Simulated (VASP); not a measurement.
Wanted: the native input for a VASP 6.6.1 run.

```yaml
Task: relaxation of cell and atoms
Functional: PBE
Dispersion: D3(BJ)
Potentials_or_basis: VASP PAW PBE potentials, release 64 (Ca_sv)
Cutoff: 600 eV
k_mesh: 8 × 8 × 8
Occupations: fermi-dirac, width 0.05 eV
Spin: no spin polarisation
Dipole_correction: no
Further_INCAR_settings: ALGO = Normal; EDIFF = 1e-07; IBRION = 2; EDIFFG = -0.01; NSW = 60; ISIF = 3
```

The structure of Ca lies in POSCAR:

```
Ca
1.0
    0.0000000000      2.7942000000      2.7942000000
    2.7942000000      0.0000000000      2.7942000000
    2.7942000000      2.7942000000      0.0000000000
Ca
1
Direct
    0.0000000000      0.0000000000      0.0000000000
```

The input as run:

INCAR

```
SYSTEM = Ca
PREC = Accurate
ENCUT = 600
EDIFF = 1E-7
ISMEAR = -1
SIGMA = 0.05
LREAL = .FALSE.
LASPH = .TRUE.
NELM = 80
ALGO = Normal
ISIF = 3
LWAVE = .FALSE.
LCHARG = .FALSE.
GGA = PE
IVDW = 12
IBRION = 2
NSW = 60
EDIFFG = -0.01
```

KPOINTS

```
regular mesh
0
G
  8 8 8
  0 0 0
```

Potentials or basis: VASP PAW PBE potentials, release 64 (Ca_sv).

The run is started by

```console
$ cat potpaw_PBE.64/Ca_sv/POTCAR > POTCAR
$ mpirun -np 1 vasp_std > vasp.out
```

Results of the run:

* Relaxed volume: 40.26 Å³/atom
* Relaxed cell: a = 3.847 Å, b = 3.847 Å, c = 3.847 Å, α = 60.00°, β = 60.00°, γ = 60.00°
* Space group after relaxing (to 0.1 Å): Fm-3m (No. 225)
* Energy gained by relaxing: 15.0 meV/atom
* Ionic steps: 3
* Pressure after relaxing: 0.0 GPa
* Band gap on the k mesh: zero (bands 5 and 6 overlap by 0.29 eV)
* Dispersion energy per atom: -0.240 eV

It took 40 s on 1 thread of Intel Xeon 8259CL (shared host), peak memory 0.2 GiB.
